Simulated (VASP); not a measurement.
# Ta (P6_3/mmc) in VASP: settings compared, part 2 of 2

VASP 6.6.1.

### 6 Relaxation of cell and atoms, PBEsol

This run uses another cell than the first one, of 18.82 Å³/atom, 1.062 times its volume.

Contents of INCAR:

```
PREC = Accurate ; ENCUT = 600
EDIFF = 1E-7 ; ISMEAR = -1
SIGMA = 0.15 ; LREAL = F
LASPH = T ; NELM = 100
ALGO = Normal ; ISIF = 3
LWAVE = F ; LCHARG = F
GGA = PS ; IBRION = 2
NSW = 80 ; EDIFFG = -0.01
```

Contents of KPOINTS:

```
Automatic mesh
0
Gamma
  11 11 6
```

Contents of POSCAR:

```
Ta
1.0
    2.9003720000      0.0000000000      0.0000000000
   -1.4501860000      2.5117960000      0.0000000000
    0.0000000000      0.0000000000      5.1662740000
Ta
2
Direct
    0.6666666667      0.3333333333      0.7500000000
    0.3333333333      0.6666666667      0.2500000000
```

Potentials or basis: VASP PAW PBE potentials, release 64 (Ta_pv).

Command:

```
cat potpaw_PBE.64/Ta_pv/POTCAR > POTCAR
mpirun -np 1 vasp_std > vasp.out
```

OUTCAR:

```text
PREC = Accurate
   ENCUT = 600
   EDIFF = 1E-7
   ISMEAR = -1
   LREAL = F
   LASPH = T
   NELM = 100
   ISIF = 3
   GGA = PS
   IBRION = 2
   NSW = 80
   EDIFFG = -0.01

 ion  position               nearest neighbor table
   1  0.667  0.333  0.750-   2 3.08   2 3.08   2 3.08   2 3.08   2 3.08   2 3.08
   2  0.333  0.667  0.250-   1 3.08   1 3.08   1 3.08   1 3.08   1 3.08   1 3.08

  LATTYP: Found a hexagonal cell.
 ALAT       =     2.9003720000
 C/A-ratio  =     1.7812453023

  Lattice vectors:

 A1 = (   2.9003720000,   0.0000000000,   0.0000000000)
 A2 = (  -1.4501860000,   2.5117960000,   0.0000000000)
 A3 = (   0.0000000000,   0.0000000000,   5.1662740000)

Analysis of symmetry for initial positions (statically):
=====================================================================
 Subroutine PRICEL returns:
 Original cell was already a primitive cell.

 Routine SETGRP: Setting up the symmetry group for a
 hexagonal supercell.

 Subroutine GETGRP returns: Found 24 space group operations
 (whereof 12 operations were pure point group operations)
 out of a pool of 24 trial point group operations.

The static configuration has the point symmetry D_3d.
 The point group associated with its full space group is D_6h.

Analysis of symmetry for dynamics (positions and initial velocities):
=====================================================================
 Subroutine PRICEL returns:
 Original cell was already a primitive cell.

 Routine SETGRP: Setting up the symmetry group for a
 hexagonal supercell.

 Subroutine GETGRP returns: Found 24 space group operations
 (whereof 12 operations were pure point group operations)
 out of a pool of 24 trial point group operations.

The dynamic configuration has the point symmetry D_3d.
 The point group associated with its full space group is D_6h.

 Subroutine INISYM returns: Found 24 space group operations
 (whereof 12 operations are pure point group operations),
 and found     1 'primitive' translations

----------------------------------------------------------------------------------------

                                     Primitive cell

  volume of cell :      37.6370

  direct lattice vectors                    reciprocal lattice vectors
     2.900372000  0.000000000  0.000000000     0.344783359  0.199060752  0.000000000
    -1.450186000  2.511796000  0.000000000     0.000000000  0.398121503  0.000000000
     0.000000000  0.000000000  5.166274000     0.000000000  0.000000000  0.193563098

  length of vectors
     2.900372000  2.900372145  5.166274000     0.398121523  0.398121503  0.193563098

  position of ions in fractional coordinates (direct lattice)
     0.666666667  0.333333333  0.750000000
     0.333333333  0.666666667  0.250000000

  ion indices of the primitive-cell ions
   primitive index   ion index
                 1           1
                 2           2

----------------------------------------------------------------------------------------

 KPOINTS: Automatic mesh

Automatic generation of k-mesh.
 Grid dimensions read from file:
 generate k-points for:   11   11    6

[... 49 lines left out ...]
   dimension x,y,z NGXF=    48 NGYF=   48 NGZF=   84
   ions per type =               2
   NGX,Y,Z   is equivalent  to a cutoff of  13.76, 13.76, 13.52 a.u.
   NGXF,Y,Z  is equivalent  to a cutoff of  27.51, 27.51, 27.03 a.u.
 SYSTEM =  unknown system
   PREC   = accura    normal or accurate (medium, high low for compatibility)
   ISTART =      0    job   : 0-new  1-cont  2-samecut
   ICHARG =      2    charge: 1-file 2-atom 10-const
   ISPIN  =      1    spin polarized calculation?
   LNONCOLLINEAR =      F non collinear calculations
   LSORBIT =      F    spin-orbit coupling
   LASPH  =      T    aspherical Exc in radial PAW
   ENCUT  =  600.0 eV  44.10 Ry    6.64 a.u.   5.79  5.79 10.32*2*pi/ulx,y,z
   NELM   =    100;   NELMIN=  2; NELMDL= -5     # of ELM steps
   EDIFF  = 0.1E-06   stopping-criterion for ELM
   LREAL  =      F    real-space projection
   EDIFFG = -.1E-01   stopping-criterion for IOM
   NSW    =     80    number of steps for IOM
   IBRION =      2    ionic relax: 0-MD 1-quasi-New 2-CG
   NFREE  =      1    steps in history (QN), initial steepest desc. (CG)
   ISIF   =      3    stress and relaxation
   ISYM   =      2    0-nonsym 1-usesym 2-fastsym
   POTIM  = 0.5000    time-step for ionic-motion
   TEBEG  =    0.0;   TEEND  =   0.0 temperature during run
   PSTRESS=    0.0 pullay stress
   NELECT =      22.0000    total number of electrons
   NUPDOWN=      -1.0000    fix difference up-down
   EMIN   =  10.00;   EMAX   =-10.00  energy-range for DOS
   EFERMI =   0.00;   METHOD = LEGACY
   ISMEAR =    -1;   SIGMA  =   0.15  broadening in eV -4-tet -1-fermi 0-gaus
   EFERMI_NEDOS =   21; number of points for ismear=-14 and -15
   IALGO  =     38    algorithm
   IMIX   =      4    mixing-type and parameters
     AMIX     =   0.40;   BMIX     =  1.00
     AMIX_MAG =   1.60;   BMIX_MAG =  1.00
  volume/ion in A,a.u.               =      18.82       126.99
  Fermi-wavevector in a.u.,A,eV,Ry     =   1.368812  2.586680 25.492516  1.873647
  Thomas-Fermi vector in A             =   2.494743
   LORBIT       =      0    0 simple, 1 ext, 2 COOP (PROOUT), +10 PAW based schemes
   GGA     = PS    functional components
   LHFCALC =     F    Hartree Fock is set to
   AEXX    =    0.0000 exact exchange contribution
   IVDW    =     0    specifies the selected vdW correction
   LEPSILON=     F    determine dielectric tensor
   LRPA    =     F    only Hartree local field effects (RPA)
 conjugate gradient relaxation of ions
 non-spin polarized calculation
  energy-cutoff  :      600.00
  volume of cell :       37.64
 maximum number of plane-waves:      1275
 NGX is ok and might be reduce to    24
   NGX = 11   NGY = 11   NGZ = 21

--------------------------------------- Ionic step        1  -------------------------------------------

 number of electron      22.0000002 magnetization

 Free energy of the ion-electron system (eV)
  ---------------------------------------------------
  ext. energy  EPLUGINS =         0.00000000
  ---------------------------------------------------
  free energy    TOTEN  =       -24.58130957 eV

  energy without entropy =      -24.39210775  energy(sigma->0) =      -24.48670866

------------------------ aborting loop because EDIFF is reached ----------------------------------------

  FORCE on cell =-STRESS in cart. coord.  units (eV):
  Direction    XX          YY          ZZ          XY          YZ          ZX
  --------------------------------------------------------------------------------------
  -------------------------------------------------------------------------------------
  Total       -1.5311580     -1.5311582     -1.5244287      0.0000000      0.0000000     -0.0000000
  in kB      -65.1801074    -65.1801161    -64.8936498      0.0000000      0.0000000     -0.0000000
  external PRESSURE =     -65.0846245 kB  Pullay stress =       0.0000000 kB
[... 275 lines left out ...]
--------------------------------------- Ionic step        9  -------------------------------------------

 number of electron      21.9999998 magnetization

 Free energy of the ion-electron system (eV)
  ---------------------------------------------------
  ext. energy  EPLUGINS =         0.00000000
  ---------------------------------------------------
  free energy    TOTEN  =       -24.60818901 eV

  energy without entropy =      -24.42741867  energy(sigma->0) =      -24.51780384

 E-fermi :   5.6648     XC(G=0): -12.6701

 val. band max:        5.6522634556   @ k =   0.1818   0.0000   0.0000
 cond. band min:       5.6828908635   @ k =   0.0909   0.0909   0.1667
 fundamental gap:      0.0306274079
 Fermi energy:         5.6647538590

 k-point     1 :       0.0000    0.0000    0.0000
  band No.  band energies     occupation
      1     -28.8286      2.00000
      2     -27.9026      2.00000
      3     -27.7888      2.00000
      4     -27.7888      2.00000
      5     -27.6954      2.00000
      6     -27.6954      2.00000
      7      -2.6410      2.00000
      8       0.6610      2.00000
      9       5.0950      1.95617
     10       5.6944      0.90145
     11       6.2631      0.03637
     12       6.2631      0.03637
     13       6.8605      0.00069
     14       6.8605      0.00069
[... 401 lines left out ...]
      2     -28.2950      2.00000
      3     -28.2581      2.00000
      4     -27.9748      2.00000
      5     -27.9214      2.00000
      6     -27.8374      2.00000
      7      -0.4239      2.00000
      8       2.4501      2.00000
      9       3.5727      2.00000
     10       4.4638      1.99933
     11       5.3066      1.83174
     12       5.9728      0.22736
     13       7.4635      0.00001
     14       7.5595      0.00001
     15       8.7218      0.00000

 [... further k-points ...]
[... 5 lines left out ...]
  --------------------------------------------------------------------------------------
  -------------------------------------------------------------------------------------
  Total        0.0016026      0.0016026      0.0003940      0.0000000      0.0000000      0.0000000
  in kB        0.0706354      0.0706354      0.0173669      0.0000000      0.0000000      0.0000000
  external PRESSURE =       0.0528792 kB  Pullay stress =       0.0000000 kB
[... 17 lines left out ...]
  FREE ENERGIE OF THE ION-ELECTRON SYSTEM (eV)
  ---------------------------------------------------
  free  energy   TOTEN  =       -24.6081890109 eV

  energy  without entropy=      -24.4274186733  energy(sigma->0) =      -24.51780384

 reached required accuracy - stopping structural energy minimisation
```

Run time: 3.2 min. Hardware: 1 thread of Intel Xeon Platinum 8488C (Sapphire Rapids), shared host; peak memory 0.19 GiB.

Results:

```yaml
Free_energy: -24.6082 eV
Relaxed_volume: 18.18 Å³/atom
Relaxed_cell: a = 2.870 Å, b = 2.870 Å, c = 5.097 Å, α = 90.00°, β = 90.00°, γ = 120.00°
Space_group_after_relaxing_to_0.05_Å: P6_3/mmc (No. 194)
Energy_gained_by_relaxing: 13.4 meV/atom
Ionic_steps: 9
Pressure_after_relaxing: 0.0 GPa
Band_gap_on_the_k_mesh: zero (band 11 reaches 7.19 eV, above the bottom of band 12 at 4.90 eV)
```

The path:
```tsv
step	energy change (eV)	largest force (eV/Å)	pressure (GPa)	volume (Å³)
1	0.0000	0.0000	-6.51	37.64
2	0.1194	0.0000	18.25	33.62
3	-0.0267	0.0000	-0.20	36.39
4	-0.0268	0.0000	-0.01	36.36
5	-0.0267	0.0000	0.13	36.33
6	-0.0269	0.0000	0.13	36.33
7	-0.0269	0.0000	0.13	36.33
8	-0.0268	0.0000	-0.25	36.40
9	-0.0269	0.0000	0.01	36.35
```

Final structure:
```yaml
crystal:
  lattice:
    - [2.86957, 0.00000, 0.00000]
    - [-1.43478, 2.48512, 0.00000]
    - [0.00000, 0.00000, 5.09748]
  atoms:
    - { symbol: Ta, position: [0.66667, 0.33333, 0.75000] }
    - { symbol: Ta, position: [0.33333, 0.66667, 0.25000] }
```

Levels at points of the mesh, in eV from the Fermi level:
| k point | band 8 | band 9 | band 10 | band 11 | band 12 | band 13 | band 14 | band 15 |
| --- | --- | --- | --- | --- | --- | --- | --- | --- |
| (0.00, 0.00, 0.00) | -5.00 | -0.57 | 0.03 | 0.60 | 0.60 | 1.20 | 1.20 | 3.05 |
| (0.00, 0.00, 0.50) | -6.41 | -1.19 | -1.19 | 0.65 | 0.65 | 0.65 | 0.65 | 4.58 |

Caveat: the PAW data sets were made with another functional, which shifts forces and pressure a little; spin-orbit coupling is left out, which moves the levels of the heavy elements.

### 7 Overview

| task | level | potentials or basis | cell | cutoff (eV) | gap on the mesh (eV) | pressure (GPa) | relaxed volume (Å³/atom) |
| --- | --- | --- | --- | --- | --- | --- | --- |
| single point | LDA | VASP PAW LDA potentials, release 64 (Ta_pv) | a = 2.841, b = 2.841, c = 5.069 Å, angles 90.0, 90.0, 120.0°, 2 atoms | 520 | none | 0.8 | - |
| single point | BLYP+D3(BJ) | VASP PAW PBE potentials, release 64 (Ta_pv) | a = 2.857, b = 2.857, c = 5.087 Å, angles 90.0, 90.0, 120.0°, 2 atoms | 520 | none | 1.1 | - |
| single point | PBEsol | VASP PAW PBE potentials, release 64 (Ta_pv) | a = 2.869, b = 2.869, c = 5.096 Å, angles 90.0, 90.0, 120.0°, 2 atoms | 520 | none | 0.1 | - |
| relaxation of cell and atoms | BLYP+D3(BJ) | VASP PAW PBE potentials, release 64 (Ta_pv) | relaxed from a = 2.900, b = 2.900, c = 5.166 Å, angles 90.0, 90.0, 120.0°, 2 atoms | 600 | none | 0.0 | 18.08 |
| relaxation of cell and atoms | PBEsol | VASP PAW PBE potentials, release 64 (Ta_pv) | relaxed from a = 2.900, b = 2.900, c = 5.166 Å, angles 90.0, 90.0, 120.0°, 2 atoms | 600 | none | 0.0 | 18.18 |

Alike in all rows: no spin polarisation; k mesh 11 × 11 × 6; smearing fermi-dirac 0.15 eV.

Caveats: spin-orbit coupling is left out, which moves the levels of the heavy elements; the PAW data sets were made with another functional, which shifts forces and pressure a little (some runs); pairwise dispersion overbinds metals, which lowers pressure and volume (some runs).

Total energies depend on the potentials used, so only differences within one code and one set of settings carry meaning.
